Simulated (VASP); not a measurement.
Input of a VASP 6.6.1 run:

INCAR

```
ALGO     = Normal         # electronic algorithm
EDIFF    = 1E-8           # SCF threshold, eV
ENCUT    = 520            # plane-wave cutoff, eV
GGA      = PS             # functional
ISIF     = 2              # what is computed and relaxed
ISMEAR   = -1             # smearing method
LASPH    = T              # aspherical terms in the spheres
LCHARG   = F              # write CHGCAR
LEFG     = T            
LREAL    = F              # projectors in reciprocal space
LWAVE    = F              # write WAVECAR
NBANDS   = 16             # bands
NELM     = 60             # most SCF steps
PREC     = Accurate       # precision mode
SIGMA    = 0.08           # smearing width, eV
```

Contents of KPOINTS:

```
k-points
0
Gamma
  15 15 8
```

POSCAR

```
SiC
1.0
    3.0144782423      0.0000000000      0.0000000000
   -1.5072391211      2.6106147370      0.0000000000
    0.0000000000      0.0000000000      5.0480000000
Si C
2 2
Direct
    0.3333333333      0.6666666667      0.0000000000
    0.6666666667      0.3333333333      0.5000000000
    0.3333333333      0.6666666667      0.3850000000
    0.6666666667      0.3333333333      0.8850000000
```

Potentials or basis: VASP PAW PBE potentials, release 64 (Si, C).

Run with:

```bash
$ cat potpaw_PBE.64/Si/POTCAR potpaw_PBE.64/C/POTCAR > POTCAR
$ mpirun -np 1 vasp_std > vasp.out
```

(1) Estimate the band gap on the k mesh.

(2) Predict the pressure.

(3) Predict the largest force.

## Answers

(1) 2.14 eV, indirect (least direct gap 4.25 eV).

(2) 11.1 GPa.

(3) 1.004 eV/Å.

Caveat: the cell differs from its parent crystal (equal xx and yy strain of -2 %); without QUAD_EFG the Cq values of the log hold for a quadrupole moment of 1 mb, not for the nuclei; the PAW data sets were made with another functional, which shifts forces and pressure a little.
